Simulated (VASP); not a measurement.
# Ta (Im-3m) in VASP: notebook

Ta is run at these levels: PBEsol; tasks: single point, relaxation of cell and atoms.

Everything below comes from runs of VASP 6.6.1. Logs are shortened: lines on timing, memory, paths and dates and some standing lists are left out, and cuts for length are marked.

## 1. The cell of the first run

The structure is cubic, space group Im-3m (No. 229). Conventional cell: a = 3.281 Å, b = 3.281 Å, c = 3.281 Å, α = 90.00°, β = 90.00°, γ = 90.00°. Ta (site symmetry m-3m) has 14 Ta at 2.84 to 3.28 Å within 3.7 Å.

## 2. Single point, PBEsol

The input, INCAR:

```
ALGO = Normal
EDIFF = 1E-6
ENCUT = 520
GGA = PS
ISIF = 2
ISMEAR = 0
LASPH = T
LCHARG = F
LREAL = F
LWAVE = F
NBANDS = 12
NELM = 60
PREC = Accurate
SIGMA = 0.1
```

The input, KPOINTS:

```
k-points
0
Gamma
  18 18 18
```

The input, POSCAR:

```
Ta
1.0
   -1.6402581772      1.6402581772      1.6402581772
    1.6402581772     -1.6402581772      1.6402581772
    1.6402581772      1.6402581772     -1.6402581772
Ta
1
Direct
    0.0000000000      0.0000000000      0.0000000000
```

Potentials or basis: VASP PAW PBE potentials, release 64 (Ta_pv).

Command:

```sh
$ cat potpaw_PBE.64/Ta_pv/POTCAR > POTCAR
$ mpirun -np 1 vasp_std > vasp.out
```

OUTCAR:

```text
EDIFF = 1E-6
   ENCUT = 520
   GGA = PS
   ISIF = 2
   ISMEAR = 0
   LASPH = T
   LREAL = F
   NELM = 60
   PREC = Accurate

 ion  position               nearest neighbor table
   1  0.000  0.000  0.000-

  LATTYP: Found a body centered cubic cell.
 ALAT       =     3.2805163544

  Lattice vectors:

 A1 = (  -1.6402581772,   1.6402581772,   1.6402581772)
 A2 = (   1.6402581772,  -1.6402581772,   1.6402581772)
 A3 = (   1.6402581772,   1.6402581772,  -1.6402581772)

Analysis of symmetry for initial positions (statically):
=====================================================================
 Subroutine PRICEL returns:
 Original cell was already a primitive cell.

 Routine SETGRP: Setting up the symmetry group for a
 body centered cubic supercell.

 Subroutine GETGRP returns: Found 48 space group operations
 (whereof 48 operations were pure point group operations)
 out of a pool of 48 trial point group operations.

The static configuration has the point symmetry O_h .

Analysis of symmetry for dynamics (positions and initial velocities):
=====================================================================
 Subroutine PRICEL returns:
 Original cell was already a primitive cell.

 Routine SETGRP: Setting up the symmetry group for a
 body centered cubic supercell.

 Subroutine GETGRP returns: Found 48 space group operations
 (whereof 48 operations were pure point group operations)
 out of a pool of 48 trial point group operations.

The dynamic configuration has the point symmetry O_h .

 Subroutine INISYM returns: Found 48 space group operations
 (whereof 48 operations are pure point group operations),
 and found     1 'primitive' translations

----------------------------------------------------------------------------------------

                                     Primitive cell

  volume of cell :      17.6521

  direct lattice vectors                    reciprocal lattice vectors
    -1.640258177  1.640258177  1.640258177     0.000000000  0.304830061  0.304830061
     1.640258177 -1.640258177  1.640258177     0.304830061  0.000000000  0.304830061
     1.640258177  1.640258177 -1.640258177     0.304830061  0.304830061  0.000000000

  length of vectors
     2.841010500  2.841010500  2.841010500     0.431094806  0.431094806  0.431094806

  position of ions in fractional coordinates (direct lattice)
     0.000000000  0.000000000  0.000000000

  ion indices of the primitive-cell ions
[... 75 lines left out ...]
   LREAL  =      F    real-space projection
   EDIFFG = 0.1E-04   stopping-criterion for IOM
   NSW    =      0    number of steps for IOM
   IBRION =     -1    ionic relax: 0-MD 1-quasi-New 2-CG
   NFREE  =      0    steps in history (QN), initial steepest desc. (CG)
   ISIF   =      2    stress and relaxation
   ISYM   =      2    0-nonsym 1-usesym 2-fastsym
   POTIM  = 0.5000    time-step for ionic-motion
   TEBEG  =    0.0;   TEEND  =   0.0 temperature during run
   PSTRESS=    0.0 pullay stress
   NELECT =      11.0000    total number of electrons
   NUPDOWN=      -1.0000    fix difference up-down
   EMIN   =  10.00;   EMAX   =-10.00  energy-range for DOS
   EFERMI =   0.00;   METHOD = LEGACY
   ISMEAR =     0;   SIGMA  =   0.10  broadening in eV -4-tet -1-fermi 0-gaus
   EFERMI_NEDOS =   21; number of points for ismear=-14 and -15
   IALGO  =     38    algorithm
   IMIX   =      4    mixing-type and parameters
     AMIX     =   0.40;   BMIX     =  1.00
     AMIX_MAG =   1.60;   BMIX_MAG =  1.00
  volume/ion in A,a.u.               =      17.65       119.12
  Fermi-wavevector in a.u.,A,eV,Ry     =   1.398321  2.642443 26.603490  1.955301
  Thomas-Fermi vector in A             =   2.521490
   LORBIT       =      0    0 simple, 1 ext, 2 COOP (PROOUT), +10 PAW based schemes
   GGA     = PS    functional components
   LHFCALC =     F    Hartree Fock is set to
   AEXX    =    0.0000 exact exchange contribution
   IVDW    =     0    specifies the selected vdW correction
   LEPSILON=     F    determine dielectric tensor
   LRPA    =     F    only Hartree local field effects (RPA)
 non-spin polarized calculation
 Gauss-broadening in eV      SIGMA  =   0.10
  energy-cutoff  :      520.00
  volume of cell :       17.65
 maximum number of plane-waves:       490
 NGX is ok and might be reduce to    24
   NGX = 11   NGY = 11   NGZ = 11

 number of electron      11.0000002 magnetization

 Free energy of the ion-electron system (eV)
  ---------------------------------------------------
  ext. energy  EPLUGINS =         0.00000000
  ---------------------------------------------------
  free energy    TOTEN  =       -12.55538495 eV

  energy without entropy =      -12.54944025  energy(sigma->0) =      -12.55241260

 E-fermi :   5.4928     XC(G=0): -12.8315

 val. band max:        5.4922727967   @ k =  -0.2778   0.3889   0.1111
 cond. band min:       5.4956901206   @ k =  -0.1667   0.2222   0.0556
 fundamental gap:      0.0034173239
 Fermi energy:         5.4928179699

 k-point     1 :       0.0000    0.0000    0.0000
  band No.  band energies     occupation
      1     -27.4578      2.00000
      2     -27.4578      2.00000
      3     -27.4578      2.00000
      4      -2.5225      2.00000
      5       6.2052      0.00000
      6       6.2052      0.00000
      7       6.2052      0.00000
      8       9.5474      0.00000
      9       9.5474      0.00000
     10      20.2200      0.00000
     11      20.6199      0.00000
     12      20.6199      0.00000
[... 331 lines left out ...]
 k-point    24 :       0.3889    0.1111    0.0000
  band No.  band energies     occupation
      1     -28.6413      2.00000
      2     -27.8987      2.00000
      3     -27.5219      2.00000
      4       1.4129      2.00000
      5       3.9989      2.00000
      6       6.2125      0.00000
      7       9.3046      0.00000
      8      10.6398      0.00000
      9      13.5900      0.00000
     10      17.2557      0.00000
     11      18.6475      0.00000
     12      20.2381      0.00000

 [... further k-points ...]
[... 5 lines left out ...]
  --------------------------------------------------------------------------------------
  -------------------------------------------------------------------------------------
  Total        0.0196008      0.0196008      0.0196008     -0.0000000      0.0000000     -0.0000000
  in kB        1.7790526      1.7790526      1.7790526     -0.0000000      0.0000000     -0.0000000
  external PRESSURE =       1.7790526 kB  Pullay stress =       0.0000000 kB

 VOLUME and BASIS-vectors are now :
 -----------------------------------------------------------------------------
  energy-cutoff  :      520.00
  volume of cell :       17.65
      direct lattice vectors                 reciprocal lattice vectors
    -1.640258177  1.640258177  1.640258177     0.000000000  0.304830061  0.304830061
     1.640258177 -1.640258177  1.640258177     0.304830061  0.000000000  0.304830061
     1.640258177  1.640258177 -1.640258177     0.304830061  0.304830061  0.000000000

 POSITION                                       TOTAL-FORCE (eV/Angst)
 -----------------------------------------------------------------------------------
      0.00000      0.00000      0.00000        -0.000000      0.000000     -0.000000
 -----------------------------------------------------------------------------------
    total drift:                               -0.000000      0.000000      0.000000

  FREE ENERGIE OF THE ION-ELECTRON SYSTEM (eV)
  ---------------------------------------------------
  free  energy   TOTEN  =       -12.5553849471 eV

  energy  without entropy=      -12.5494402532  energy(sigma->0) =      -12.55241260
```

OSZICAR:

```text
N       E                     dE             d eps       ncg     rms          rms(c)
DAV:   1     0.599592160224E+02    0.59959E+02   -0.61380E+03  4696   0.878E+02
DAV:   2    -0.120730255816E+02   -0.72032E+02   -0.70350E+02  5244   0.245E+02
DAV:   3    -0.130487242678E+02   -0.97570E+00   -0.96421E+00  5584   0.269E+01
DAV:   4    -0.130511604988E+02   -0.24362E-02   -0.24361E-02  5200   0.151E+00
DAV:   5    -0.130511684455E+02   -0.79467E-05   -0.79473E-05  5572   0.803E-02    0.143E+01
DAV:   6    -0.126716223332E+02    0.37955E+00   -0.29647E-01  5564   0.578E+00    0.697E+00
DAV:   7    -0.125570066579E+02    0.11462E+00   -0.26332E-01  5416   0.501E+00    0.373E-01
DAV:   8    -0.125554386728E+02    0.15680E-02   -0.69857E-03  5048   0.763E-01    0.138E-01
DAV:   9    -0.125553882819E+02    0.50391E-04   -0.14590E-04  5372   0.129E-01    0.234E-02
DAV:  10    -0.125553850771E+02    0.32048E-05   -0.35422E-06  5220   0.203E-02    0.338E-03
DAV:  11    -0.125553849471E+02    0.12999E-06   -0.11868E-07  2828   0.379E-03
   1 F= -.12555385E+02 E0= -.12552413E+02  d E =-.594469E-02
```

stdout:

```text
POSCAR found type information on POSCAR Ta
 POSCAR found :  1 types and       1 ions
 scaLAPACK will be used
 -----------------------------------------------------------------------------
|                                                                             |
|                                                                             |
|     You enforced a specific xc type in the INCAR file but a different       |
|     I HOPE YOU KNOW WHAT YOU ARE DOING!                                     |
|                                                                             |
 -----------------------------------------------------------------------------

 LDA part: xc-table for (Slater+PW92), standard interpolation
 POSCAR, INCAR and KPOINTS ok, starting setup
 FFT: planning ... GRIDC
 FFT: planning ... GRID_SOFT
 FFT: planning ... GRID
 WAVECAR not read
 entering main loop
```

Wall time 29 s (1 thread of Intel Xeon 8259CL, shared host); peak memory 0.17 GiB.

What came out:

```yaml
Free_energy: -12.5554 eV
Pressure: 0.2 GPa
Band_gap_on_the_k_mesh: zero (an odd number of electrons rules out a gap without spin polarisation)
```

Caveat: the PAW data sets were made with another functional, which shifts forces and pressure a little; spin-orbit coupling is left out, which moves the levels of the heavy elements.

## 3. Relaxation of cell and atoms, PBEsol

This run uses another cell than the first one, of 18.28 Å³/atom.

The input, INCAR:

```
SYSTEM = Ta
  ALGO = Normal
  EDIFF = 1E-6
  EDIFFG = -0.005
  ENCUT = 600
  GGA = PS
  IBRION = 2
  ISIF = 3
  ISMEAR = 0
  LASPH = .True.
  LCHARG = .False.
  LREAL = .False.
  LWAVE = .False.
  NELM = 60
  NSW = 70
  PREC = Accurate
  SIGMA = 0.1
```

The input, KPOINTS:

```
k-points
0
Gamma
  18 18 18
  0 0 0
```

The input, POSCAR:

```
Ta
1.0
   -1.6593948200      1.6593948200      1.6593948200
    1.6593948200     -1.6593948200      1.6593948200
    1.6593948200      1.6593948200     -1.6593948200
Ta
1
Direct
    0.0000000000      0.0000000000      0.0000000000
```

Potentials or basis: VASP PAW PBE potentials, release 64 (Ta_pv).

Command:

```sh
$ cat potpaw_PBE.64/Ta_pv/POTCAR > POTCAR
$ mpirun -np 1 vasp_std > vasp.out
```

OUTCAR:

```text
SYSTEM = Ta
   EDIFF = 1E-6
   EDIFFG = -0.005
   ENCUT = 600
   GGA = PS
   IBRION = 2
   ISIF = 3
   ISMEAR = 0
   LASPH = .True.
   LREAL = .False.
   NELM = 60
   NSW = 70
   PREC = Accurate

 ion  position               nearest neighbor table
   1  0.000  0.000  0.000-

  LATTYP: Found a body centered cubic cell.
 ALAT       =     3.3187896400

  Lattice vectors:

 A1 = (  -1.6593948200,   1.6593948200,   1.6593948200)
 A2 = (   1.6593948200,  -1.6593948200,   1.6593948200)
 A3 = (   1.6593948200,   1.6593948200,  -1.6593948200)

Analysis of symmetry for initial positions (statically):
=====================================================================
 Subroutine PRICEL returns:
 Original cell was already a primitive cell.

 Routine SETGRP: Setting up the symmetry group for a
 body centered cubic supercell.

 Subroutine GETGRP returns: Found 48 space group operations
 (whereof 48 operations were pure point group operations)
 out of a pool of 48 trial point group operations.

The static configuration has the point symmetry O_h .

Analysis of symmetry for dynamics (positions and initial velocities):
=====================================================================
[... 165 lines left out ...]
  Total       -0.7514314     -0.7514314     -0.7514314      0.0000000      0.0000000     -0.0000000
  in kB      -65.8704702    -65.8704702    -65.8704702      0.0000000      0.0000000     -0.0000000
  external PRESSURE =     -65.8704702 kB  Pullay stress =       0.0000000 kB
[... 92 lines left out ...]
--------------------------------------- Ionic step        4  -------------------------------------------

 number of electron      11.0000002 magnetization

 Free energy of the ion-electron system (eV)
  ---------------------------------------------------
  ext. energy  EPLUGINS =         0.00000000
  ---------------------------------------------------
  free energy    TOTEN  =       -12.55570218 eV

  energy without entropy =      -12.54974736  energy(sigma->0) =      -12.55272477

 E-fermi :   5.4840     XC(G=0): -12.8258

 val. band max:        5.4839509123   @ k =   0.1667   0.0000   0.0000
 cond. band min:       5.4879022331   @ k =  -0.1667   0.2222   0.0556
 fundamental gap:      0.0039513208
 Fermi energy:         5.4840079754

 k-point     1 :       0.0000    0.0000    0.0000
  band No.  band energies     occupation
      1     -27.4705      2.00000
      2     -27.4705      2.00000
      3     -27.4705      2.00000
      4      -2.5271      2.00000
      5       6.1963      0.00000
      6       6.1963      0.00000
      7       6.1963      0.00000
      8       9.5346      0.00000
      9       9.5346      0.00000
[... 265 lines left out ...]
 k-point    24 :       0.3889    0.1111    0.0000
  band No.  band energies     occupation
      1     -28.6499      2.00000
      2     -27.9100      2.00000
      3     -27.5343      2.00000
      4       1.4082      2.00000
      5       3.9929      2.00000
      6       6.2005      0.00000
      7       9.2916      0.00000
      8      10.6247      0.00000
      9      13.5705      0.00000

 [... further k-points ...]
[... 5 lines left out ...]
  --------------------------------------------------------------------------------------
  -------------------------------------------------------------------------------------
  Total       -0.0033985     -0.0033985     -0.0033985      0.0000000      0.0000000     -0.0000000
  in kB       -0.3081312     -0.3081312     -0.3081312      0.0000000      0.0000000     -0.0000000
  external PRESSURE =      -0.3081312 kB  Pullay stress =       0.0000000 kB
[... 16 lines left out ...]
  FREE ENERGIE OF THE ION-ELECTRON SYSTEM (eV)
  ---------------------------------------------------
  free  energy   TOTEN  =       -12.5557021823 eV

  energy  without entropy=      -12.5497473629  energy(sigma->0) =      -12.55272477

 reached required accuracy - stopping structural energy minimisation
```

It took 66 s on 1 thread of Intel Xeon 8259CL, shared host; peak memory 0.18 GiB.

What came out:

- Free energy: -12.5557 eV
- Relaxed volume: 17.67 Å³/atom
- Relaxed cell: a = 2.842 Å, b = 2.842 Å, c = 2.842 Å, α = 109.47°, β = 109.47°, γ = 109.47°
- Space group after relaxing (to 0.1 Å): Im-3m (No. 229)
- Energy gained by relaxing: 12.8 meV/atom
- Ionic steps: 4
- Pressure after relaxing: 0.0 GPa
- Band gap on the k mesh: zero (an odd number of electrons rules out a gap without spin polarisation)

Step by step:
```csv
step,energy change (eV),largest force (eV/Å),pressure (GPa),volume (Å³)
1,0.0000,0.0000,-6.59,18.28
2,0.0591,0.0000,18.86,16.36
3,-0.0128,0.0000,-0.17,17.68
4,-0.0128,0.0000,-0.03,17.67
```

Final structure:
```xyz
1
Lattice="-1.6408 1.6408 1.6408 1.6408 -1.6408 1.6408 1.6408 1.6408 -1.6408" Properties=species:S:1:pos:R:3 pbc="T T T"
Ta    1.6408   -1.6408    1.6408
```

Caveat: the PAW data sets were made with another functional, which shifts forces and pressure a little; spin-orbit coupling is left out, which moves the levels of the heavy elements.
